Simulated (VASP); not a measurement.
Input of a VASP 6.6.1 run:

File INCAR:

```
PREC = Accurate
ENCUT = 520
EDIFF = 1E-7
ISMEAR = -1
SIGMA = 0.05
LREAL = F
LASPH = T
NELM = 60
ALGO = Normal
ISIF = 2
LWAVE = F
LCHARG = F
GGA = PS
NBANDS = 32
```

KPOINTS

```
Automatic mesh
0
Gamma
  7 7 7
```

POSCAR

```
Bi2TeSe2
1.0
    2.0915000000      1.2075280880      9.7123333333
   -2.0915000000      1.2075280880      9.7123333333
    0.0000000000     -2.4150561760      9.7123333333
Bi Te Se
2 1 2
Direct
    0.6019400000      0.6019400000      0.6019400000
    0.3980600000      0.3980600000      0.3980600000
    0.0000000000      0.0000000000      0.0000000000
    0.7884000000      0.7884000000      0.7884000000
    0.2116000000      0.2116000000      0.2116000000
```

Potentials or basis: VASP PAW PBE potentials, release 64 (Bi_d, Te, Se).

Run with:

```console
$ cat potpaw_PBE.64/Bi_d/POTCAR potpaw_PBE.64/Te/POTCAR potpaw_PBE.64/Se/POTCAR > POTCAR
$ mpirun -np 1 vasp_std > vasp.out
```

Question: What does it give for the largest force?

Answer: 1.788 eV/Å.

Question: Estimate the pressure.

Answer: 1.9 GPa.

Forces on the atoms (eV/Å):
```
Bi   0.000  0.000 -1.788
Bi   0.000  0.000  1.788
Te   0.000  0.000  0.000
Se   0.000  0.000 -0.551
Se   0.000  0.000  0.551
```

Caveat: the PAW data sets were made with another functional, which shifts forces and pressure a little.
